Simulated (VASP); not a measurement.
# BiPt3 (Pm-3m) in VASP: a series of runs

The runs below take BiPt3 through single point, with PBE.

Everything below comes from runs of VASP 6.6.1. Logs are shortened: lines on timing, memory, paths and dates and some standing lists are left out, and cuts for length are marked.

## (1) The cell of the first run

The structure is cubic, space group Pm-3m (No. 221). Conventional cell: a = 4.151 Å, b = 4.151 Å, c = 4.151 Å, α = 90.00°, β = 90.00°, γ = 90.00°. Within 3.9 Å of Bi (site symmetry m-3m) lie 12 Pt at 2.94 Å. Within 3.9 Å of Pt (site symmetry 4/mmm) lie 4 Bi at 2.94 Å and 8 Pt at 2.94 Å.

## (2) Single point, PBE

The input, INCAR:

```
  PREC = Accurate
  ENCUT = 520
  EDIFF = 1E-6
  ISMEAR = -1
  SIGMA = 0.15
  LREAL = F
  LASPH = T
  NELM = 100
  ALGO = Normal
  ISIF = 2
  LWAVE = F
  LCHARG = F
  GGA = PE
  NBANDS = 30
```

The input, KPOINTS:

```
regular mesh
0
Gamma
  6 6 6
```

The input, POSCAR:

```
BiPt3
1.0
    4.1513176644      0.0000000000      0.0000000000
    0.0000000000      4.1513176644      0.0000000000
    0.0000000000      0.0000000000      4.1513176644
Bi Pt
1 3
Direct
    0.0000000000      0.0000000000      0.0000000000
    0.0000000000      0.5000000000      0.5000000000
    0.5000000000      0.0000000000      0.5000000000
    0.5000000000      0.5000000000      0.0000000000
```

Potentials or basis: VASP PAW PBE potentials, release 64 (Bi_d, Pt).

Launch:

```bash
$ cat potpaw_PBE.64/Bi_d/POTCAR potpaw_PBE.64/Pt/POTCAR > POTCAR
$ mpirun -np 1 vasp_std > vasp.out
```

OUTCAR:

```text
PREC = Accurate
   ENCUT = 520
   EDIFF = 1E-6
   ISMEAR = -1
   LREAL = F
   LASPH = T
   NELM = 100
   ISIF = 2
   GGA = PE

 ion  position               nearest neighbor table
   1  0.000  0.000  0.000-   2 2.94   3 2.94   4 2.94   2 2.94   3 2.94   2 2.94   4 2.94   2 2.94
                             3 2.94   4 2.94   3 2.94   4 2.94
   2  0.000  0.500  0.500-   1 2.94   3 2.94   4 2.94   1 2.94   4 2.94   1 2.94   3 2.94   1 2.94
                             3 2.94   4 2.94   4 2.94   3 2.94
   3  0.500  0.000  0.500-   1 2.94   2 2.94   4 2.94   1 2.94   4 2.94   2 2.94   4 2.94   4 2.94
                             1 2.94   2 2.94   1 2.94   2 2.94
   4  0.500  0.500  0.000-   1 2.94   2 2.94   3 2.94   2 2.94   3 2.94   1 2.94   3 2.94   3 2.94
                             1 2.94   2 2.94   2 2.94   1 2.94

  LATTYP: Found a simple cubic cell.
 ALAT       =     4.1513176644

  Lattice vectors:

 A1 = (   4.1513176644,   0.0000000000,   0.0000000000)
 A2 = (   0.0000000000,   4.1513176644,   0.0000000000)
 A3 = (   0.0000000000,   0.0000000000,   4.1513176644)

Analysis of symmetry for initial positions (statically):
=====================================================================
 Subroutine PRICEL returns:
 Original cell was already a primitive cell.

 Routine SETGRP: Setting up the symmetry group for a
 simple cubic supercell.

 Subroutine GETGRP returns: Found 48 space group operations
 (whereof 48 operations were pure point group operations)
 out of a pool of 48 trial point group operations.

The static configuration has the point symmetry O_h .

Analysis of symmetry for dynamics (positions and initial velocities):
=====================================================================
 Subroutine PRICEL returns:
 Original cell was already a primitive cell.

 Routine SETGRP: Setting up the symmetry group for a
 simple cubic supercell.

 Subroutine GETGRP returns: Found 48 space group operations
 (whereof 48 operations were pure point group operations)
 out of a pool of 48 trial point group operations.

The dynamic configuration has the point symmetry O_h .

 Subroutine INISYM returns: Found 48 space group operations
 (whereof 48 operations are pure point group operations),
 and found     1 'primitive' translations

----------------------------------------------------------------------------------------

                                     Primitive cell

  volume of cell :      71.5415

  direct lattice vectors                    reciprocal lattice vectors
     4.151317664  0.000000000  0.000000000     0.240887371  0.000000000  0.000000000
     0.000000000  4.151317664  0.000000000     0.000000000  0.240887371  0.000000000
     0.000000000  0.000000000  4.151317664     0.000000000  0.000000000  0.240887371

  length of vectors
     4.151317664  4.151317664  4.151317664     0.240887371  0.240887371  0.240887371

  position of ions in fractional coordinates (direct lattice)
     0.000000000  0.000000000  0.000000000
     0.000000000  0.500000000  0.500000000
     0.500000000  0.000000000  0.500000000
     0.500000000  0.500000000  0.000000000

  ion indices of the primitive-cell ions
   primitive index   ion index
                 1           1
                 2           2
                 3           3
                 4           4

----------------------------------------------------------------------------------------

 KPOINTS: regular mesh

Automatic generation of k-mesh.
 Grid dimensions read from file:
 generate k-points for:    6    6    6

 Generating k-lattice:

  Cartesian coordinates                     Fractional coordinates (reciprocal lattice)
     0.040147895  0.000000000  0.000000000     0.166666667  0.000000000  0.000000000
     0.000000000  0.040147895  0.000000000     0.000000000  0.166666667  0.000000000
     0.000000000  0.000000000  0.040147895     0.000000000  0.000000000  0.166666667

  Length of vectors
     0.040147895  0.040147895  0.040147895

  Shift w.r.t. Gamma in fractional coordinates (k-lattice)
     0.000000000  0.000000000  0.000000000

 Subroutine IBZKPT returns following result:
 ===========================================

 Found     20 irreducible k-points:

 Following reciprocal coordinates:
            Coordinates               Weight
  0.000000  0.000000  0.000000      1.000000
  0.166667  0.000000  0.000000      6.000000
  0.333333  0.000000  0.000000      6.000000
  0.500000  0.000000  0.000000      3.000000
  0.166667  0.166667  0.000000     12.000000
  0.333333  0.166667  0.000000     24.000000
[... 12 lines left out ...]
  0.500000  0.500000  0.333333      6.000000
  0.500000  0.500000  0.500000      1.000000
   k-points           NKPTS =     20   k-points in BZ     NKDIM =     20   number of bands    NBANDS=     30
   number of dos      NEDOS =    301   number of ions     NIONS =      4
   total plane-waves  NPLWV =  32768
   dimension x,y,z NGX =    32 NGY =   32 NGZ =   32
   dimension x,y,z NGXF=    64 NGYF=   64 NGZF=   64
   ions per type =               1   3
   NGX,Y,Z   is equivalent  to a cutoff of  12.81, 12.81, 12.81 a.u.
   NGXF,Y,Z  is equivalent  to a cutoff of  25.63, 25.63, 25.63 a.u.
 SYSTEM =  unknown system
   PREC   = accura    normal or accurate (medium, high low for compatibility)
   ISTART =      0    job   : 0-new  1-cont  2-samecut
   ICHARG =      2    charge: 1-file 2-atom 10-const
   ISPIN  =      1    spin polarized calculation?
   LNONCOLLINEAR =      F non collinear calculations
   LSORBIT =      F    spin-orbit coupling
   LASPH  =      T    aspherical Exc in radial PAW
   ENCUT  =  520.0 eV  38.22 Ry    6.18 a.u.   7.72  7.72  7.72*2*pi/ulx,y,z
   NELM   =    100;   NELMIN=  2; NELMDL= -5     # of ELM steps
   EDIFF  = 0.1E-05   stopping-criterion for ELM
   LREAL  =      F    real-space projection
   EDIFFG = 0.1E-04   stopping-criterion for IOM
   NSW    =      0    number of steps for IOM
   IBRION =     -1    ionic relax: 0-MD 1-quasi-New 2-CG
   NFREE  =      0    steps in history (QN), initial steepest desc. (CG)
   ISIF   =      2    stress and relaxation
   ISYM   =      2    0-nonsym 1-usesym 2-fastsym
   POTIM  = 0.5000    time-step for ionic-motion
   TEBEG  =    0.0;   TEEND  =   0.0 temperature during run
   PSTRESS=    0.0 pullay stress
   NELECT =      45.0000    total number of electrons
   NUPDOWN=      -1.0000    fix difference up-down
   EMIN   =  10.00;   EMAX   =-10.00  energy-range for DOS
   EFERMI =   0.00;   METHOD = LEGACY
   ISMEAR =    -1;   SIGMA  =   0.15  broadening in eV -4-tet -1-fermi 0-gaus
   EFERMI_NEDOS =   21; number of points for ismear=-14 and -15
   IALGO  =     38    algorithm
   IMIX   =      4    mixing-type and parameters
     AMIX     =   0.40;   BMIX     =  1.00
     AMIX_MAG =   1.60;   BMIX_MAG =  1.00
  volume/ion in A,a.u.               =      17.89       120.70
  Fermi-wavevector in a.u.,A,eV,Ry     =   1.402684  2.650688 26.769750  1.967521
  Thomas-Fermi vector in A             =   2.525421
   LORBIT       =      0    0 simple, 1 ext, 2 COOP (PROOUT), +10 PAW based schemes
   GGA     = PE    functional components
   LHFCALC =     F    Hartree Fock is set to
   AEXX    =    0.0000 exact exchange contribution
   IVDW    =     0    specifies the selected vdW correction
   LEPSILON=     F    determine dielectric tensor
   LRPA    =     F    only Hartree local field effects (RPA)
 non-spin polarized calculation
  energy-cutoff  :      520.00
  volume of cell :       71.54
 maximum number of plane-waves:      1956
 NGX is ok and might be reduce to    32
   NGX = 15   NGY = 15   NGZ = 15

 number of electron      44.9999985 magnetization

 Free energy of the ion-electron system (eV)
  ---------------------------------------------------
  ext. energy  EPLUGINS =         0.00000000
  ---------------------------------------------------
  free energy    TOTEN  =       -22.18375166 eV

  energy without entropy =      -21.94036151  energy(sigma->0) =      -22.06205658

 E-fermi :  10.7719     XC(G=0): -12.6519

 val. band max:       10.7418954047   @ k =   0.5000   0.3333   0.3333
 cond. band min:      10.7842834587   @ k =   0.3333   0.0000   0.0000
 fundamental gap:      0.0423880540
 Fermi energy:        10.7719386512

 k-point     1 :       0.0000    0.0000    0.0000
  band No.  band energies     occupation
      1     -12.5121      2.00000
      2     -12.5121      2.00000
      3     -12.4956      2.00000
      4     -12.4956      2.00000
      5     -12.4956      2.00000
      6      -2.6314      2.00000
[... 22 lines left out ...]
     29      17.5574      0.00000
     30      17.5574      0.00000

 k-point     2 :       0.1667    0.0000    0.0000
  band No.  band energies     occupation
      1     -12.5094      2.00000
      2     -12.5032      2.00000
      3     -12.4952      2.00000
      4     -12.4935      2.00000
      5     -12.4935      2.00000
      6      -2.4150      2.00000
[... 22 lines left out ...]
     29      17.6018      0.00000
     30      18.7468      0.00000

 k-point     3 :       0.3333    0.0000    0.0000
  band No.  band energies     occupation
      1     -12.5041      2.00000
      2     -12.4943      2.00000
      3     -12.4893      2.00000
      4     -12.4893      2.00000
      5     -12.4855      2.00000
      6      -1.8757      2.00000
[... 22 lines left out ...]
     29      16.8581      0.00000
     30      17.8390      0.00000

 k-point     4 :       0.5000    0.0000    0.0000
  band No.  band energies     occupation
      1     -12.5015      2.00000
      2     -12.4939      2.00000
      3     -12.4872      2.00000
      4     -12.4872      2.00000
      5     -12.4766      2.00000
      6      -1.5113      2.00000
[... 22 lines left out ...]
     29      17.4912      0.00000
     30      17.5224      0.00000

 k-point     5 :       0.1667    0.1667    0.0000
  band No.  band energies     occupation
      1     -12.5051      2.00000
      2     -12.4976      2.00000
      3     -12.4934      2.00000
      4     -12.4929      2.00000
      5     -12.4925      2.00000
      6      -2.2124      2.00000
[... 22 lines left out ...]
     29      17.9691      0.00000
     30      18.4593      0.00000
[... 394 lines left out ...]
     29      20.0081      0.00000
     30      20.3944      0.00000

 k-point    18 :       0.5000    0.3333    0.3333
  band No.  band energies     occupation
      1     -12.5041      2.00000
      2     -12.5037      2.00000
      3     -12.5006      2.00000
      4     -12.4710      2.00000
      5     -12.4631      2.00000
      6      -1.0943      2.00000
[... 22 lines left out ...]
     29      20.1359      0.00000
     30      20.7737      0.00000

 k-point    19 :       0.5000    0.5000    0.3333
  band No.  band energies     occupation
      1     -12.5095      2.00000
      2     -12.5042      2.00000
      3     -12.5042      2.00000
      4     -12.4682      2.00000
      5     -12.4601      2.00000
      6      -1.0885      2.00000
[... 22 lines left out ...]
     29      20.6069      0.00000
     30      22.1784      0.00000

 k-point    20 :       0.5000    0.5000    0.5000
  band No.  band energies     occupation
      1     -12.5098      2.00000
      2     -12.5098      2.00000
      3     -12.5098      2.00000
      4     -12.4615      2.00000
      5     -12.4615      2.00000
      6      -1.1288      2.00000
[... 22 lines left out ...]
     29      21.8860      0.00000
     30      21.8860      0.00000

------------------------ aborting loop because EDIFF is reached ----------------------------------------

  FORCE on cell =-STRESS in cart. coord.  units (eV):
  Direction    XX          YY          ZZ          XY          YZ          ZX
  --------------------------------------------------------------------------------------
  -------------------------------------------------------------------------------------
  Total        1.3895813      1.3895813      1.3895813      0.0000000      0.0000000     -0.0000000
  in kB       31.1197880     31.1197880     31.1197880      0.0000000      0.0000000     -0.0000000
  external PRESSURE =      31.1197880 kB  Pullay stress =       0.0000000 kB

 VOLUME and BASIS-vectors are now :
 -----------------------------------------------------------------------------
  energy-cutoff  :      520.00
  volume of cell :       71.54
      direct lattice vectors                 reciprocal lattice vectors
     4.151317664  0.000000000  0.000000000     0.240887371  0.000000000  0.000000000
     0.000000000  4.151317664  0.000000000     0.000000000  0.240887371  0.000000000
     0.000000000  0.000000000  4.151317664     0.000000000  0.000000000  0.240887371

 POSITION                                       TOTAL-FORCE (eV/Angst)
 -----------------------------------------------------------------------------------
      0.00000      0.00000      0.00000         0.000000      0.000000      0.000000
      0.00000      2.07566      2.07566         0.000000      0.000000      0.000000
      2.07566      0.00000      2.07566         0.000000      0.000000      0.000000
      2.07566      2.07566      0.00000         0.000000      0.000000      0.000000
 -----------------------------------------------------------------------------------
    total drift:                                0.000000     -0.000000     -0.000000

  FREE ENERGIE OF THE ION-ELECTRON SYSTEM (eV)
  ---------------------------------------------------
  free  energy   TOTEN  =       -22.1837516581 eV

  energy  without entropy=      -21.9403615052  energy(sigma->0) =      -22.06205658
```

It used 58 s of CPU time on 1 thread of AMD EPYC 7R13 Processor (Zen 3), on a shared host.

What came out:

- Free energy: -22.1838 eV
- Pressure: 3.1 GPa

Caveat: spin-orbit coupling is left out, which moves the levels of the heavy elements.

## (3) Single point, PBE

This run uses another cell than the first one, of 18.34 Å³/atom, 1.026 times its volume.

The input, INCAR:

```
SYSTEM = BiPt3
  PREC = Accurate
  ENCUT = 520
  EDIFF = 1E-6
  ISMEAR = -1
  SIGMA = 0.15
  LREAL = .FALSE.
  LASPH = .TRUE.
  NELM = 60
  ALGO = Normal
  ISIF = 2
  LWAVE = .FALSE.
  LCHARG = .FALSE.
  GGA = PE
  NBANDS = 30
```

The input, KPOINTS:

```
Automatic mesh
0
G
  6 6 6
  0 0 0
```

The input, POSCAR:

```
BiPt3
1.0
    4.1865000000      0.0000000000      0.0000000000
    0.0000000000      4.1865000000      0.0000000000
    0.0000000000      0.0000000000      4.1865000000
Bi Pt
1 3
Direct
    0.0000000000      0.0000000000      0.0000000000
    0.0000000000      0.5000000000      0.5000000000
    0.5000000000      0.0000000000      0.5000000000
    0.5000000000      0.5000000000      0.0000000000
```

Potentials or basis: VASP PAW PBE potentials, release 64 (Bi_d, Pt).

Launch:

```bash
$ cat potpaw_PBE.64/Bi_d/POTCAR potpaw_PBE.64/Pt/POTCAR > POTCAR
$ mpirun -np 1 vasp_std > vasp.out
```

It used 46 s of CPU time on 1 thread of AMD EPYC 7R13 Processor (Zen 3) (shared host).

Results (log left out):

* Free energy: -22.1960 eV
* Pressure: -1.1 GPa

Levels at points of the mesh, in eV from the Fermi level:
```tsv
k point	band 18	band 19	band 20	band 21	band 22	band 23	band 24	band 25	band 26	band 27
(0.00, 0.00, 0.00)	-1.85	-1.21	-1.21	-0.76	-0.54	-0.08	-0.08	-0.08	5.12	5.12
(0.50, 0.00, 0.00)	-2.22	-2.22	-2.14	-1.12	-0.51	-0.08	2.55	2.55	4.81	4.87
(0.50, 0.50, 0.00)	-2.41	-2.36	-1.94	-1.88	-1.70	0.46	0.46	3.32	4.73	5.98
(0.50, 0.50, 0.50)	-2.31	-1.91	-1.91	-1.45	-0.45	-0.45	-0.45	-0.45	2.83	2.83
```

Caveat: spin-orbit coupling is left out, which moves the levels of the heavy elements.

(Continued in part 2 of 2.)
